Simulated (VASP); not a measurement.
A run of VASP 6.6.1:

POSCAR

```
Mo
1.0
    0.0000000000      2.8257140975      2.8257140975
    2.8257140975      0.0000000000      2.8257140975
    2.8257140975      2.8257140975      0.0000000000
Mo
2
Direct
    0.1250000000      0.1250000000      0.1250000000
    0.8750000000      0.8750000000      0.8750000000
```

The input INCAR.step1:

```
SYSTEM = Mo
  PREC = Accurate
  ENCUT = 520
  ISMEAR = -1
  SIGMA = 0.1
  LREAL = .False.
  LASPH = .True.
  NELM = 60
  NBANDS = 21
  GGA = PE
  ALGO = Normal
  EDIFF = 1E-4
  LWAVE = .True.
  LCHARG = .False.
```

INCAR.step2

```
SYSTEM = Mo
  PREC = Accurate
  ENCUT = 520
  EDIFF = 1E-6
  ISMEAR = -1
  SIGMA = 0.1
  LREAL = .False.
  LASPH = .True.
  NELM = 60
  ALGO = Normal
  ISIF = 2
  LWAVE = .False.
  LCHARG = .True.
  METAGGA = R2SCAN
  LMIXTAU = .True.
  LELF = .True.
  LVHAR = .True.
  NBANDS = 21
  ISTART = 1
```

Contents of KPOINTS:

```
regular mesh
0
Gamma
  16 16 16
  0 0 0
```

Potentials or basis: VASP PAW PBE potentials, release 64 (Mo_sv).

Run with:

```bash
$ cat potpaw_PBE.64/Mo_sv/POTCAR > POTCAR
$ cp INCAR.step1 INCAR
$ mpirun -np 1 vasp_std > vasp.out
$ cp INCAR.step2 INCAR
$ mpirun -np 1 vasp_std > vasp.out
```

Hardware: 1 thread of Intel(R) Xeon(R) 6975P-C (Granite Rapids), with other jobs on the host.

Problem. How long does it take, and how much memory?

Solution. It took 4 min on 1 thread of Intel(R) Xeon(R) 6975P-C (Granite Rapids) (shared host), peak memory 0.25 GiB. Counts: k points 145.
